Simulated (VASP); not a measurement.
Input of a VASP 6.6.1 run:

File POSCAR:

```
TlBr
1.0
    3.9461933146      0.0000000000      0.0000000000
    0.0000000000      3.9461933146      0.0000000000
    0.0000000000      0.0000000000      3.9461933146
Tl Br
1 1
Direct
    0.0000000000      0.0000000000      0.0000000000
    0.5000000000      0.5000000000      0.5000000000
```

File INCAR.step1:

```
PREC = Accurate ; ENCUT = 550
ISMEAR = 0 ; SIGMA = 0.01
LREAL = False ; LASPH = True
NELM = 120 ; NBANDS = 17
GGA = PE ; ALGO = Normal
EDIFF = 1E-5 ; LWAVE = True
LCHARG = False ; GGA_COMPAT = False
```

Contents of INCAR.step2:

```
PREC = Accurate ; ENCUT = 550
EDIFF = 1E-6 ; ISMEAR = 0
SIGMA = 0.01 ; LREAL = False
LASPH = True ; NELM = 120
ALGO = Normal ; ISIF = 2
LWAVE = False ; LCHARG = False
METAGGA = R2SCAN ; LMIXTAU = True
NBANDS = 17 ; ISTART = 1
GGA_COMPAT = False
```

Contents of KPOINTS:

```
regular mesh
0
Gamma
  4 4 4
```

Potentials or basis: VASP PAW PBE potentials, release 64 (Tl_d, Br).

Command:

```bash
$ cat potpaw_PBE.64/Tl_d/POTCAR potpaw_PBE.64/Br/POTCAR > POTCAR
$ cp INCAR.step1 INCAR
$ mpirun -np 1 vasp_std > vasp.out
$ cp INCAR.step2 INCAR
$ mpirun -np 1 vasp_std > vasp.out
```

Q: Predict the pressure.

A: 1.1 GPa.

Q: Predict the band gap on the k mesh.

A: 2.23 eV.

Caveat: the PAW data sets were made with another functional, which shifts forces and pressure a little; spin-orbit coupling is left out, which moves the levels of the heavy elements. A k mesh can miss the band edges.
